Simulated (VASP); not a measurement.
# SnSe (Fm-3m) in VASP: further runs

SnSe is run at these levels: HSE06; tasks: single point.

All numbers are computed with VASP 6.6.1; they aren't measurements. Logs are shortened: lines on timing, memory, paths and dates and some standing lists are left out, and cuts for length are marked.

## Step 1: The cell of the first run

It takes space group Fm-3m (No. 225, cubic). The conventional cell has a = 5.951 Å, b = 5.951 Å, c = 5.951 Å, α = 90.00°, β = 90.00°, γ = 90.00°. Within 3.9 Å of Sn (site symmetry m-3m) lie 6 Se at 2.98 Å. Within 3.9 Å of Se (site symmetry m-3m) lie 6 Sn at 2.98 Å.

## Step 2: Single point, HSE06

Input file POSCAR:

```
SnSe
1.0
    0.0000000000      2.9753725493      2.9753725493
    2.9753725493      0.0000000000      2.9753725493
    2.9753725493      2.9753725493      0.0000000000
Sn Se
1 1
Direct
    0.0000000000      0.0000000000      0.0000000000
    0.5000000000      0.5000000000      0.5000000000
```

Input file INCAR.step1:

```
PREC = Accurate ; ENCUT = 520
EDIFF = 1E-5 ; ISMEAR = -1
SIGMA = 0.02 ; LREAL = False
LASPH = True ; NELM = 60
ALGO = Normal ; ISIF = 2
LWAVE = True ; LCHARG = False
GGA = PE ; NBANDS = 17
```

Input file INCAR.step2:

```
PREC = Accurate ; ENCUT = 520
EDIFF = 1E-6 ; ISMEAR = -1
SIGMA = 0.02 ; LREAL = False
LASPH = True ; NELM = 60
ALGO = Normal ; ISIF = 2
LWAVE = False ; LCHARG = False
GGA = PE ; LHFCALC = True
HFSCREEN = 0.2079 ; PRECFOCK = Normal
ISTART = 1 ; NBANDS = 17
```

Input file KPOINTS:

```
Automatic mesh
0
Gamma
  4 4 4
```

Potentials or basis: VASP PAW PBE potentials, release 64 (Sn_d, Se).

Command:

```console
cat potpaw_PBE.64/Sn_d/POTCAR potpaw_PBE.64/Se/POTCAR > POTCAR
cp INCAR.step1 INCAR
mpirun -np 1 vasp_std > vasp.out
cp INCAR.step2 INCAR
mpirun -np 1 vasp_std > vasp.out
```

OUTCAR:

```text
PREC = Accurate
   ENCUT = 520
   EDIFF = 1E-6
   ISMEAR = -1
   LREAL = False
   LASPH = True
   NELM = 60
   ISIF = 2
   GGA = PE
   LHFCALC = True
   HFSCREEN = 0.2079
   PRECFOCK = Normal
   ISTART = 1

 ion  position               nearest neighbor table
   1  0.000  0.000  0.000-   2 2.98   2 2.98   2 2.98   2 2.98   2 2.98   2 2.98
   2  0.500  0.500  0.500-   1 2.98   1 2.98   1 2.98   1 2.98   1 2.98   1 2.98

  LATTYP: Found a face centered cubic cell.
 ALAT       =     5.9507450986

  Lattice vectors:

 A1 = (   0.0000000000,   2.9753725493,   2.9753725493)
 A2 = (   2.9753725493,   0.0000000000,   2.9753725493)
 A3 = (   2.9753725493,   2.9753725493,   0.0000000000)

Analysis of symmetry for initial positions (statically):
=====================================================================
 Subroutine PRICEL returns:
 Original cell was already a primitive cell.

 Routine SETGRP: Setting up the symmetry group for a
 face centered cubic supercell.

 Subroutine GETGRP returns: Found 48 space group operations
 (whereof 48 operations were pure point group operations)
 out of a pool of 48 trial point group operations.

The static configuration has the point symmetry O_h .

Analysis of symmetry for dynamics (positions and initial velocities):
=====================================================================
 Subroutine PRICEL returns:
 Original cell was already a primitive cell.

 Routine SETGRP: Setting up the symmetry group for a
 face centered cubic supercell.

 Subroutine GETGRP returns: Found 48 space group operations
 (whereof 48 operations were pure point group operations)
 out of a pool of 48 trial point group operations.

The dynamic configuration has the point symmetry O_h .

 Subroutine INISYM returns: Found 48 space group operations
 (whereof 48 operations are pure point group operations),
 and found     1 'primitive' translations

----------------------------------------------------------------------------------------

                                     Primitive cell

  volume of cell :      52.6810

  direct lattice vectors                    reciprocal lattice vectors
     0.000000000  2.975372549  2.975372549    -0.168046183  0.168046183  0.168046183
     2.975372549  0.000000000  2.975372549     0.168046183 -0.168046183  0.168046183
     2.975372549  2.975372549  0.000000000     0.168046183  0.168046183 -0.168046183

  length of vectors
     4.207812212  4.207812212  4.207812212     0.291064527  0.291064527  0.291064527

  position of ions in fractional coordinates (direct lattice)
     0.000000000  0.000000000  0.000000000
     0.500000000  0.500000000  0.500000000

  ion indices of the primitive-cell ions
   primitive index   ion index
                 1           1
                 2           2

----------------------------------------------------------------------------------------

 KPOINTS: Automatic mesh

Automatic generation of k-mesh.
 Grid dimensions read from file:
 generate k-points for:    4    4    4

 Generating k-lattice:

  Cartesian coordinates                     Fractional coordinates (reciprocal lattice)
    -0.042011546  0.042011546  0.042011546     0.250000000  0.000000000  0.000000000
     0.042011546 -0.042011546  0.042011546     0.000000000  0.250000000  0.000000000
     0.042011546  0.042011546 -0.042011546     0.000000000  0.000000000  0.250000000

  Length of vectors
     0.072766132  0.072766132  0.072766132

  Shift w.r.t. Gamma in fractional coordinates (k-lattice)
     0.000000000  0.000000000  0.000000000

 Subroutine IBZKPT returns following result:
 ===========================================

 Found      8 irreducible k-points:

 Following reciprocal coordinates:
            Coordinates               Weight
  0.000000  0.000000  0.000000      1.000000
  0.250000  0.000000  0.000000      8.000000
  0.500000  0.000000  0.000000      4.000000
  0.250000  0.250000  0.000000      6.000000
  0.500000  0.250000  0.000000     24.000000
 -0.250000  0.250000  0.000000     12.000000
  0.500000  0.500000  0.000000      3.000000
 -0.250000  0.500000  0.250000      6.000000
   k-points           NKPTS =      8   k-points in BZ     NKDIM =     64   number of bands    NBANDS=     17
   number of dos      NEDOS =    301   number of ions     NIONS =      2
   total plane-waves  NPLWV =  32768
   dimension x,y,z NGX =    32 NGY =   32 NGZ =   32
   dimension x,y,z NGXF=    64 NGYF=   64 NGZF=   64
   ions per type =               1   1
   NGX,Y,Z   is equivalent  to a cutoff of  12.64, 12.64, 12.64 a.u.
   NGXF,Y,Z  is equivalent  to a cutoff of  25.29, 25.29, 25.29 a.u.
 SYSTEM =  unknown system
   PREC   = accura    normal or accurate (medium, high low for compatibility)
   ISTART =      1    job   : 0-new  1-cont  2-samecut
   ICHARG =      0    charge: 1-file 2-atom 10-const
   ISPIN  =      1    spin polarized calculation?
   LNONCOLLINEAR =      F non collinear calculations
   LSORBIT =      F    spin-orbit coupling
   LASPH  =      T    aspherical Exc in radial PAW
   ENCUT  =  520.0 eV  38.22 Ry    6.18 a.u.   7.82  7.82  7.82*2*pi/ulx,y,z
   NELM   =     60;   NELMIN=  2; NELMDL=  0     # of ELM steps
   EDIFF  = 0.1E-05   stopping-criterion for ELM
   LREAL  =      F    real-space projection
   EDIFFG = 0.1E-04   stopping-criterion for IOM
   NSW    =      0    number of steps for IOM
   IBRION =     -1    ionic relax: 0-MD 1-quasi-New 2-CG
   NFREE  =      0    steps in history (QN), initial steepest desc. (CG)
   ISIF   =      2    stress and relaxation
   ISYM   =      3    0-nonsym 1-usesym 2-fastsym
   POTIM  = 0.5000    time-step for ionic-motion
   TEBEG  =    0.0;   TEEND  =   0.0 temperature during run
   PSTRESS=    0.0 pullay stress
   NELECT =      20.0000    total number of electrons
   NUPDOWN=      -1.0000    fix difference up-down
   EMIN   =  10.00;   EMAX   =-10.00  energy-range for DOS
   EFERMI =   0.00;   METHOD = LEGACY
   ISMEAR =    -1;   SIGMA  =   0.02  broadening in eV -4-tet -1-fermi 0-gaus
   EFERMI_NEDOS =   21; number of points for ismear=-14 and -15
   IALGO  =     38    algorithm
   IMIX   =      1    mixing-type and parameters
     AMIX     =   0.40;   BMIX     =  1.00
     AMIX_MAG =   1.60;   BMIX_MAG =  1.00
  volume/ion in A,a.u.               =      26.34       177.75
  Fermi-wavevector in a.u.,A,eV,Ry     =   1.185405  2.240091 19.118708  1.405185
  Thomas-Fermi vector in A             =   2.321599
   LORBIT       =      0    0 simple, 1 ext, 2 COOP (PROOUT), +10 PAW based schemes
   GGA     = PE    functional components
   LHFCALC =     T    Hartree Fock is set to
   PRECFOCK=normal    Normal, Fast or Accurate (Low or Medium for compatibility)
   ENCUT4O =  -1.0   cutoff for four orbital integrals eV
   NKREDX  =     1    reduce k-point grid by
   NKREDY  =     1    reduce k-point grid by
   NKREDZ  =     1    reduce k-point grid by
   AEXX    =    0.2500 exact exchange contribution
   HFSCREEN=    0.2079 screening length (either q_TF or 0.3 A-1)
   HFSCREENC=   0.2079 screening length for correlation (either q_TF or 0.3 A-1)
   ENCUTFOCK=  -1.0 apply spherical cutoff to Coloumb kernel
   IVDW    =     0    specifies the selected vdW correction
   LEPSILON=     F    determine dielectric tensor
   LRPA    =     F    only Hartree local field effects (RPA)
 non-spin polarized calculation
  energy-cutoff  :      520.00
  volume of cell :       52.68
 maximum number of plane-waves:      1428
  NGX = 24; NGY = 24; NGZ = 24

 number of electron      20.0000007 magnetization

 Free energy of the ion-electron system (eV)
  ---------------------------------------------------
  ext. energy  EPLUGINS =         0.00000000
  ---------------------------------------------------
  free energy    TOTEN  =        -9.79960290 eV

  energy without entropy =       -9.79960289  energy(sigma->0) =       -9.79960289

 E-fermi :   6.2924     XC(G=0):  -8.1427

 val. band max:        5.9595801303   @ k =   0.5000   0.0000   0.0000
 cond. band min:       6.6250882799   @ k =   0.5000   0.0000   0.0000
 fundamental gap:      0.6655081496
 Fermi energy:         6.2923578012

 k-point     1 :       0.0000    0.0000    0.0000
  band No.  band energies     occupation
      1     -18.1469      2.00000
      2     -18.1469      2.00000
      3     -18.1380      2.00000
      4     -18.1380      2.00000
      5     -18.1380      2.00000
      6      -9.9595      2.00000
      7       0.4632      2.00000
      8       3.0458      2.00000
      9       3.0458      2.00000
     10       3.0458      2.00000
     11      10.9255      0.00000
     12      10.9255      0.00000
     13      10.9255      0.00000
     14      12.1347      0.00000
     15      12.1347      0.00000
     16      12.1347      0.00000
     17      14.5588      0.00000

 k-point     2 :       0.2500    0.0000    0.0000
  band No.  band energies     occupation
      1     -18.1517      2.00000
      2     -18.1517      2.00000
      3     -18.1368      2.00000
      4     -18.1314      2.00000
      5     -18.1314      2.00000
      6      -9.4801      2.00000
      7      -1.7753      2.00000
      8       3.1377      2.00000
      9       3.1377      2.00000
     10       4.7607      2.00000
     11       8.3994      0.00000
     12       8.6916      0.00000
     13       8.6916      0.00000
     14      12.4845      0.00000
     15      13.5952      0.00000
     16      13.5952      0.00000
     17      18.1847      0.00000

 k-point     3 :       0.5000    0.0000    0.0000
  band No.  band energies     occupation
      1     -18.1572      2.00000
      2     -18.1572      2.00000
      3     -18.1358      2.00000
      4     -18.1241      2.00000
      5     -18.1241      2.00000
      6      -8.8379      2.00000
      7      -3.4159      2.00000
      8       3.2980      2.00000
      9       3.2980      2.00000
     10       5.9596      2.00000
     11       6.6251      0.00000
     12       7.3528      0.00000
     13       7.3528      0.00000
     14      14.7928      0.00000
     15      16.8412      0.00000
     16      16.8412      0.00000
     17      16.8692      0.00000

 k-point     4 :       0.2500    0.2500    0.0000
  band No.  band energies     occupation
      1     -18.1632      2.00000
      2     -18.1426      2.00000
      3     -18.1419      2.00000
      4     -18.1280      2.00000
      5     -18.1280      2.00000
      6      -9.3192      2.00000
      7      -1.3884      2.00000
      8       2.1378      2.00000
      9       2.1378      2.00000
     10       3.8501      2.00000
     11       8.3846      0.00000
     12      10.0142      0.00000
     13      11.0377      0.00000
     14      11.0377      0.00000
     15      15.4732      0.00000
     16      15.7455      0.00000
     17      15.7455      0.00000

 k-point     5 :       0.5000    0.2500    0.0000
  band No.  band energies     occupation
      1     -18.1700      2.00000
      2     -18.1471      2.00000
      3     -18.1380      2.00000
      4     -18.1247      2.00000
      5     -18.1215      2.00000
      6      -8.6791      2.00000
      7      -2.5459      2.00000
      8       0.9983      2.00000
      9       2.1335      2.00000
     10       3.3446      2.00000
     11       8.9867      0.00000
     12       9.6338      0.00000
     13      10.7962      0.00000
     14      11.7992      0.00000
     15      16.5618      0.00000
     16      17.3382      0.00000
     17      18.1586      0.00000

 k-point     6 :      -0.2500    0.2500    0.0000
  band No.  band energies     occupation
      1     -18.1588      2.00000
      2     -18.1539      2.00000
      3     -18.1327      2.00000
      4     -18.1280      2.00000
      5     -18.1273      2.00000
      6      -8.8925      2.00000
      7      -2.5843      2.00000
      8       1.0064      2.00000
      9       3.1605      2.00000
     10       5.1692      2.00000
     11       7.3480      0.00000
     12       7.9141      0.00000
     13      10.6648      0.00000
     14      14.0915      0.00000
     15      14.1313      0.00000
     16      15.8341      0.00000
     17      17.0370      0.00000

 k-point     7 :       0.5000    0.5000    0.0000
  band No.  band energies     occupation
      1     -18.1847      2.00000
      2     -18.1458      2.00000
      3     -18.1383      2.00000
      4     -18.1176      2.00000
      5     -18.1176      2.00000
      6      -8.4901      2.00000
      7      -0.7866      2.00000
      8      -0.7246      2.00000
      9       1.3949      2.00000
     10       1.3949      2.00000
     11       9.0235      0.00000
     12      12.1019      0.00000
     13      12.1019      0.00000
     14      12.7695      0.00000
     15      17.1223      0.00000
     16      18.6101      0.00000
     17      19.3793      0.00000

 k-point     8 :      -0.2500    0.5000    0.2500
  band No.  band energies     occupation
      1     -18.1731      2.00000
      2     -18.1473      2.00000
      3     -18.1320      2.00000
      4     -18.1320      2.00000
      5     -18.1176      2.00000
      6      -8.4570      2.00000
      7      -1.9863      2.00000
      8       0.1623      2.00000
      9       0.1623      2.00000
     10       4.7894      2.00000
     11       7.6932      0.00000
     12      11.1838      0.00000
     13      11.1838      0.00000
     14      13.9137      0.00000
     15      13.9137      0.00000
     16      18.1098      0.00000
     17      19.5230      0.00000

------------------------ aborting loop because EDIFF is reached ----------------------------------------

  FORCE on cell =-STRESS in cart. coord.  units (eV):
  Direction    XX          YY          ZZ          XY          YZ          ZX
  --------------------------------------------------------------------------------------
  -------------------------------------------------------------------------------------
  Total       -0.0356204     -0.0356204     -0.0356204     -0.0000000      0.0000000     -0.0000000
  in kB       -1.0833165     -1.0833165     -1.0833165     -0.0000000      0.0000000     -0.0000000
  external PRESSURE =      -1.0833165 kB  Pullay stress =       0.0000000 kB

 VOLUME and BASIS-vectors are now :
 -----------------------------------------------------------------------------
  energy-cutoff  :      520.00
  volume of cell :       52.68
      direct lattice vectors                 reciprocal lattice vectors
     0.000000000  2.975372549  2.975372549    -0.168046183  0.168046183  0.168046183
     2.975372549  0.000000000  2.975372549     0.168046183 -0.168046183  0.168046183
     2.975372549  2.975372549  0.000000000     0.168046183  0.168046183 -0.168046183

 POSITION                                       TOTAL-FORCE (eV/Angst)
 -----------------------------------------------------------------------------------
      0.00000      0.00000      0.00000         0.000000      0.000000      0.000000
      2.97537      2.97537      2.97537         0.000000      0.000000      0.000000
 -----------------------------------------------------------------------------------
    total drift:                                0.000001      0.000000      0.000000

  FREE ENERGIE OF THE ION-ELECTRON SYSTEM (eV)
  ---------------------------------------------------
  free  energy   TOTEN  =        -9.7996028962 eV

  energy  without entropy=       -9.7996028910  energy(sigma->0) =       -9.79960289
```

Run time: 11 min. Hardware: 1 thread of Intel Xeon 8259CL, shared host; peak memory 0.29 GiB.

What came out:

```
Free energy            : -9.7996 eV
Pressure               : -0.1 GPa
Band gap on the k mesh : 0.67 eV
```

Caveat: the k points lie up to 0.46 Å⁻¹ apart; the structure was generated, so it needn't be the stable form of SnSe; the PAW data sets were made with another functional, which shifts forces and pressure a little; spin-orbit coupling is left out, which moves the levels of the heavy elements.

## Step 3: Single point, HSE06, non-collinear spin, zero start, spin-orbit coupling

This run uses another cell than the first one, of 27.06 Å³/atom.

Input file POSCAR:

```
SnSe
1.0
    0.0000000000      3.0021131538      3.0021131538
    3.0021131538      0.0000000000      3.0021131538
    3.0021131538      3.0021131538      0.0000000000
Sn Se
1 1
Direct
    0.0000000000      0.0000000000      0.0000000000
    0.5000000000      0.5000000000      0.5000000000
```

Input file INCAR.step1:

```
SYSTEM = SnSe
PREC = Accurate
ENCUT = 520
EDIFF = 1E-5
ISMEAR = -1
SIGMA = 0.02
LREAL = .FALSE.
LASPH = .TRUE.
NELM = 150
ALGO = Normal
ISIF = 2
LWAVE = .TRUE.
LCHARG = .FALSE.
MAGMOM = 0 0 0 0 0 0
LORBIT = 11
LSORBIT = .TRUE.
GGA_COMPAT = .FALSE.
LORBMOM = .TRUE.
GGA = PE
NBANDS = 32
```

Input file INCAR.step2:

```
SYSTEM = SnSe
PREC = Accurate
ENCUT = 520
EDIFF = 1E-6
ISMEAR = -1
SIGMA = 0.02
LREAL = .FALSE.
LASPH = .TRUE.
NELM = 150
ALGO = Normal
ISIF = 2
LWAVE = .FALSE.
LCHARG = .FALSE.
MAGMOM = 0 0 0 0 0 0
LORBIT = 11
LSORBIT = .TRUE.
GGA_COMPAT = .FALSE.
LORBMOM = .TRUE.
GGA = PE
LHFCALC = .TRUE.
HFSCREEN = 0.2079
PRECFOCK = Normal
ISTART = 1
NBANDS = 32
```

Input file KPOINTS:

```
Automatic mesh
0
G
  4 4 4
  0 0 0
```

Potentials or basis: VASP PAW PBE potentials, release 64 (Sn_d, Se).

Command:

```console
cat potpaw_PBE.64/Sn_d/POTCAR potpaw_PBE.64/Se/POTCAR > POTCAR
cp INCAR.step1 INCAR
mpirun -np 1 vasp_ncl > vasp.out
cp INCAR.step2 INCAR
mpirun -np 1 vasp_ncl > vasp.out
```

Wall time 62 min (1 thread of Oxide Virtual Turin-like, shared host); peak memory 0.4 GiB.

The run converged. Its results:

| Item | Value |
| --- | --- |
| Free energy | -9.8543 eV |
| Pressure | -1.5 GPa |
| Net moment | 0.00 μB per cell |
| Valence electrons inside the program's atomic spheres | Sn 12.06; Se 3.84 |

Moments on the atoms (μB; x, y, z):
```
Sn  0.00 0.00 0.00
Se  0.00 0.00 0.00
```

Caveat: the k points lie up to 0.45 Å⁻¹ apart; the structure was generated, so it needn't be the stable form of SnSe; the PAW data sets were made with another functional, which shifts forces and pressure a little.
